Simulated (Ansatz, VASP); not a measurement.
**One calculation of AlNi, two programs**

```
Al Ni
1.0
     2.01780   -2.01780    0.00000
     2.01780    2.01780    0.00000
     0.00000    0.00000    2.86464
Al Ni
1 1
Direct
  0.00000 0.00000 0.00000
  0.50000 0.50000 0.50000
```

Alike in both runs: functional PBE; dispersion D3(BJ); k mesh 16 × 16 × 14; occupations gaussian, width 0.1 eV; no spin polarisation.

Ansatz relaxed the structure, and its values are those at the end. VASP's run is a single point on that final structure, the one shown.

```csv
,VASP,Ansatz
version,VASP 6.6.1,Ansatz 0.2.0
potentials or method,"VASP PAW PBE potentials, release 64 (Al, Ni), cutoff 520 eV","scalar-relativistic, plane waves, PAW"
valence electrons in the cell,13,21
```

|  | VASP | Ansatz | Ansatz less VASP |
| --- | --- | --- | --- |
| gap on the k mesh at the Fermi level (eV) | none | none | - |
| pressure (GPa) | -0.1 | 0.0 | +0.04 |

A gap of «none» marks a metal or a gap that the smearing closes. VASP's potentials hold 13 valence electrons a cell and Ansatz's 21, so a difference there can come from the potentials and not from the codes. Ansatz's warnings: structure snapped to symmetry.
